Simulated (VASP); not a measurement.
# Hg (Fm-3m) in VASP: single point with r2SCAN

Aim: the single point of Hg with r2SCAN.

Everything below comes from runs of VASP 6.6.1. Logs are shortened: lines on timing, memory, paths and dates and some standing lists are left out, and cuts for length are marked.

**1. The cell of the first run**

It takes space group Fm-3m (No. 225, cubic). Conventional cell: a = 4.784 Å, b = 4.784 Å, c = 4.784 Å, α = 90.00°, β = 90.00°, γ = 90.00°. Hg (site symmetry m-3m) has 12 Hg at 3.38 Å within 4.4 Å.

**2. Single point, r2SCAN**

The input, POSCAR:

```
Hg
1.0
    0.0000000000      2.3919113801      2.3919113801
    2.3919113801      0.0000000000      2.3919113801
    2.3919113801      2.3919113801      0.0000000000
Hg
1
Direct
    0.0000000000      0.0000000000      0.0000000000
```

The input, INCAR.step1:

```
PREC = Accurate ; ENCUT = 520
ISMEAR = 0 ; SIGMA = 0.15
LREAL = F ; LASPH = T
NELM = 80 ; NBANDS = 12
GGA = PE ; ALGO = Normal
EDIFF = 1E-4 ; LWAVE = T
LCHARG = F
```

The input, INCAR.step2:

```
PREC = Accurate ; ENCUT = 520
EDIFF = 1E-6 ; ISMEAR = 0
SIGMA = 0.15 ; LREAL = F
LASPH = T ; NELM = 80
ALGO = Normal ; ISIF = 2
LWAVE = F ; LCHARG = F
METAGGA = R2SCAN ; LMIXTAU = T
NBANDS = 12 ; ISTART = 1
```

The input, KPOINTS:

```
regular mesh
0
Gamma
  20 20 20
```

Potentials or basis: VASP PAW PBE potentials, release 64 (Hg).

Launch:

```
> cat potpaw_PBE.64/Hg/POTCAR > POTCAR
> cp INCAR.step1 INCAR
> mpirun -np 1 vasp_std > vasp.out
> cp INCAR.step2 INCAR
> mpirun -np 1 vasp_std > vasp.out
```

OUTCAR:

```text
PREC = Accurate
   ENCUT = 520
   EDIFF = 1E-6
   ISMEAR = 0
   LREAL = F
   LASPH = T
   NELM = 80
   ISIF = 2
   METAGGA = R2SCAN
   ISTART = 1

 ion  position               nearest neighbor table
   1  0.000  0.000  0.000-

  LATTYP: Found a face centered cubic cell.
 ALAT       =     4.7838227602

  Lattice vectors:

 A1 = (   0.0000000000,   2.3919113801,   2.3919113801)
 A2 = (   2.3919113801,   0.0000000000,   2.3919113801)
 A3 = (   2.3919113801,   2.3919113801,   0.0000000000)

Analysis of symmetry for initial positions (statically):
=====================================================================
 Subroutine PRICEL returns:
 Original cell was already a primitive cell.

 Routine SETGRP: Setting up the symmetry group for a
 face centered cubic supercell.

 Subroutine GETGRP returns: Found 48 space group operations
 (whereof 48 operations were pure point group operations)
 out of a pool of 48 trial point group operations.

The static configuration has the point symmetry O_h .

Analysis of symmetry for dynamics (positions and initial velocities):
=====================================================================
 Subroutine PRICEL returns:
 Original cell was already a primitive cell.

 Routine SETGRP: Setting up the symmetry group for a
 face centered cubic supercell.

 Subroutine GETGRP returns: Found 48 space group operations
 (whereof 48 operations were pure point group operations)
 out of a pool of 48 trial point group operations.

The dynamic configuration has the point symmetry O_h .

 Subroutine INISYM returns: Found 48 space group operations
 (whereof 48 operations are pure point group operations),
 and found     1 'primitive' translations

----------------------------------------------------------------------------------------

                                     Primitive cell

  volume of cell :      27.3694

  direct lattice vectors                    reciprocal lattice vectors
     0.000000000  2.391911380  2.391911380    -0.209037845  0.209037845  0.209037845
     2.391911380  0.000000000  2.391911380     0.209037845 -0.209037845  0.209037845
     2.391911380  2.391911380  0.000000000     0.209037845  0.209037845 -0.209037845

  length of vectors
     3.382673514  3.382673514  3.382673514     0.362064168  0.362064168  0.362064168

  position of ions in fractional coordinates (direct lattice)
     0.000000000  0.000000000  0.000000000

  ion indices of the primitive-cell ions
   primitive index   ion index
                 1           1

----------------------------------------------------------------------------------------

 KPOINTS: regular mesh

Automatic generation of k-mesh.
 Grid dimensions read from file:
 generate k-points for:   20   20   20

 Generating k-lattice:

  Cartesian coordinates                     Fractional coordinates (reciprocal lattice)
    -0.010451892  0.010451892  0.010451892     0.050000000  0.000000000  0.000000000
     0.010451892 -0.010451892  0.010451892     0.000000000  0.050000000  0.000000000
     0.010451892  0.010451892 -0.010451892     0.000000000  0.000000000  0.050000000

  Length of vectors
     0.018103208  0.018103208  0.018103208

  Shift w.r.t. Gamma in fractional coordinates (k-lattice)
     0.000000000  0.000000000  0.000000000

 Subroutine IBZKPT returns following result:
 ===========================================

 Found    256 irreducible k-points:

 Following reciprocal coordinates:
            Coordinates               Weight
  0.000000  0.000000  0.000000      1.000000
  0.050000  0.000000  0.000000      8.000000
  0.100000  0.000000  0.000000      8.000000
  0.150000  0.000000  0.000000      8.000000
  0.200000  0.000000  0.000000      8.000000
  0.250000  0.000000  0.000000      8.000000
[... 16 lines left out ...]
 -0.400000  0.050000  0.000000     24.000000
 -0.350000  0.050000  0.000000     24.000000
 [... further k-points ...]
   k-points           NKPTS =    256   k-points in BZ     NKDIM =    256   number of bands    NBANDS=     12
   number of dos      NEDOS =    301   number of ions     NIONS =      1
   total plane-waves  NPLWV =  21952
   dimension x,y,z NGX =    28 NGY =   28 NGZ =   28
   dimension x,y,z NGXF=    56 NGYF=   56 NGZF=   56
   ions per type =               1
   NGX,Y,Z   is equivalent  to a cutoff of  13.76, 13.76, 13.76 a.u.
   NGXF,Y,Z  is equivalent  to a cutoff of  27.52, 27.52, 27.52 a.u.
 SYSTEM =  unknown system
   PREC   = accura    normal or accurate (medium, high low for compatibility)
   ISTART =      1    job   : 0-new  1-cont  2-samecut
   ICHARG =      0    charge: 1-file 2-atom 10-const
   ISPIN  =      1    spin polarized calculation?
   LNONCOLLINEAR =      F non collinear calculations
   LSORBIT =      F    spin-orbit coupling
   LASPH  =      T    aspherical Exc in radial PAW
   ENCUT  =  520.0 eV  38.22 Ry    6.18 a.u.   6.29  6.29  6.29*2*pi/ulx,y,z
   NELM   =     80;   NELMIN=  2; NELMDL=  0     # of ELM steps
   EDIFF  = 0.1E-05   stopping-criterion for ELM
   LREAL  =      F    real-space projection
   EDIFFG = 0.1E-04   stopping-criterion for IOM
   NSW    =      0    number of steps for IOM
   IBRION =     -1    ionic relax: 0-MD 1-quasi-New 2-CG
   NFREE  =      0    steps in history (QN), initial steepest desc. (CG)
   ISIF   =      2    stress and relaxation
   ISYM   =      2    0-nonsym 1-usesym 2-fastsym
   POTIM  = 0.5000    time-step for ionic-motion
   TEBEG  =    0.0;   TEEND  =   0.0 temperature during run
   PSTRESS=    0.0 pullay stress
   NELECT =      12.0000    total number of electrons
   NUPDOWN=      -1.0000    fix difference up-down
   EMIN   =  10.00;   EMAX   =-10.00  energy-range for DOS
   EFERMI =   0.00;   METHOD = LEGACY
   ISMEAR =     0;   SIGMA  =   0.15  broadening in eV -4-tet -1-fermi 0-gaus
   EFERMI_NEDOS =   21; number of points for ismear=-14 and -15
   IALGO  =     38    algorithm
   IMIX   =      4    mixing-type and parameters
     AMIX     =   0.40;   BMIX     =  1.00
     AMIX_MAG =   1.60;   BMIX_MAG =  1.00
  volume/ion in A,a.u.               =      27.37       184.70
  Fermi-wavevector in a.u.,A,eV,Ry     =   1.243694  2.350241 21.045144  1.546774
  Thomas-Fermi vector in A             =   2.377993
   LORBIT       =      0    0 simple, 1 ext, 2 COOP (PROOUT), +10 PAW based schemes
   METAGGA = R2SCAN    functional components
   LHFCALC =     F    Hartree Fock is set to
   AEXX    =    0.0000 exact exchange contribution
   IVDW    =     0    specifies the selected vdW correction
   LEPSILON=     F    determine dielectric tensor
   LRPA    =     F    only Hartree local field effects (RPA)
 non-spin polarized calculation
 Gauss-broadening in eV      SIGMA  =   0.15
  energy-cutoff  :      520.00
  volume of cell :       27.37
 maximum number of plane-waves:       754
 NGX is ok and might be reduce to    28
   NGX = 13   NGY = 13   NGZ = 13

 number of electron      11.9999999 magnetization

 Free energy of the ion-electron system (eV)
  ---------------------------------------------------
  ext. energy  EPLUGINS =         0.00000000
  ---------------------------------------------------
  free energy    TOTEN  =       -49.34528900 eV

  energy without entropy =      -49.34227678  energy(sigma->0) =      -49.34378289

 E-fermi :   1.2919     XC(G=0): -10.5774

 val. band max:        1.2822506872   @ k =  -0.3500   0.4500   0.1000
 cond. band min:       1.3256785103   @ k =  -0.2500   0.5000   0.2500
 fundamental gap:      0.0434278231
 Fermi energy:         1.2919137091

 k-point     1 :       0.0000    0.0000    0.0000
  band No.  band energies     occupation
      1      -6.5422      2.00000
      2      -5.3921      2.00000
      3      -5.3921      2.00000
      4      -5.3921      2.00000
      5      -4.9202      2.00000
      6      -4.9202      2.00000
      7      15.4292      0.00000
      8      15.4292      0.00000
      9      15.4292      0.00000
     10      15.5453      0.00000
     11      19.5414      0.00000
     12      20.5322      0.00000

 k-point     2 :       0.0500    0.0000    0.0000
  band No.  band energies     occupation
      1      -6.4840      2.00000
      2      -5.3967      2.00000
      3      -5.3808      2.00000
      4      -5.3808      2.00000
      5      -4.9231      2.00000
      6      -4.9231      2.00000
      7      14.6628      0.00000
      8      15.3773      0.00000
      9      15.3773      0.00000
     10      15.5538      0.00000
     11      19.7206      0.00000
     12      20.6148      0.00000

 k-point     3 :       0.1000    0.0000    0.0000
  band No.  band energies     occupation
      1      -6.3174      2.00000
      2      -5.4013      2.00000
      3      -5.3507      2.00000
      4      -5.3507      2.00000
      5      -4.9282      2.00000
      6      -4.9282      2.00000
      7      13.0812      0.00000
      8      15.2275      0.00000
      9      15.2275      0.00000
     10      15.5920      0.00000
     11      19.6239      0.00000
     12      20.7946      0.00000
[... 286 lines left out ...]
 k-point    23 :      -0.4000    0.0500    0.0000
  band No.  band energies     occupation
      1      -5.9909      2.00000
      2      -5.3768      2.00000
      3      -5.3579      2.00000
      4      -4.5910      2.00000
      5      -4.5710      2.00000
      6      -1.8361      2.00000
      7       2.5221      0.00000
      8      12.5653      0.00000
      9      13.5215      0.00000
     10      14.8058      0.00000
     11      18.4462      0.00000
     12      18.7803      0.00000

 k-point    24 :      -0.3500    0.0500    0.0000
  band No.  band energies     occupation
      1      -5.9503      2.00000
      2      -5.3514      2.00000
      3      -5.3352      2.00000
      4      -4.6745      2.00000
      5      -4.6335      2.00000
      6      -2.8020      2.00000
      7       3.9800      0.00000
      8      12.6279      0.00000
      9      13.9343      0.00000
     10      15.0494      0.00000
     11      18.3440      0.00000
     12      18.8001      0.00000

 [... further k-points ...]
[... 5 lines left out ...]
  --------------------------------------------------------------------------------------
  -------------------------------------------------------------------------------------
  Total        0.0399066      0.0399066      0.0399066      0.0000000     -0.0000000      0.0000000
  in kB        2.3360907      2.3360907      2.3360907      0.0000000     -0.0000000      0.0000000
  external PRESSURE =       2.3360907 kB  Pullay stress =       0.0000000 kB

 VOLUME and BASIS-vectors are now :
 -----------------------------------------------------------------------------
  energy-cutoff  :      520.00
  volume of cell :       27.37
      direct lattice vectors                 reciprocal lattice vectors
     0.000000000  2.391911380  2.391911380    -0.209037845  0.209037845  0.209037845
     2.391911380  0.000000000  2.391911380     0.209037845 -0.209037845  0.209037845
     2.391911380  2.391911380  0.000000000     0.209037845  0.209037845 -0.209037845

 POSITION                                       TOTAL-FORCE (eV/Angst)
 -----------------------------------------------------------------------------------
      0.00000      0.00000      0.00000         0.000000      0.000000      0.000000
 -----------------------------------------------------------------------------------
    total drift:                               -0.000000     -0.000000     -0.000000

  FREE ENERGIE OF THE ION-ELECTRON SYSTEM (eV)
  ---------------------------------------------------
  free  energy   TOTEN  =       -49.3452889966 eV

  energy  without entropy=      -49.3422767790  energy(sigma->0) =      -49.34378289
```

It took 10 min on 1 thread of Oxide Virtual Turin-like, shared host; peak memory 0.19 GiB.

What came out:

```
Free energy            : -49.3453 eV
Pressure               : 0.2 GPa
Band gap on the k mesh : zero (band 6 reaches 1.39 eV, above the bottom of band 7 at 0.70 eV)
```

Levels at points of the mesh, in eV from the Fermi level:
| k point | band 3 | band 4 | band 5 | band 6 | band 7 | band 8 | band 9 | band 10 |
| --- | --- | --- | --- | --- | --- | --- | --- | --- |
| (0.00, 0.00, 0.00) | -6.68 | -6.68 | -6.21 | -6.21 | 14.14 | 14.14 | 14.14 | 14.25 |
| (0.50, 0.00, 0.00) | -6.68 | -5.80 | -5.80 | -1.73 | -0.59 | 11.93 | 11.93 | 13.43 |
| (0.50, 0.50, 0.00) | -5.83 | -5.70 | -5.70 | 0.10 | 0.66 | 7.13 | 7.13 | 11.14 |

Caveat: the PAW data sets were made with another functional, which shifts forces and pressure a little; spin-orbit coupling is left out, which moves the levels of the heavy elements.
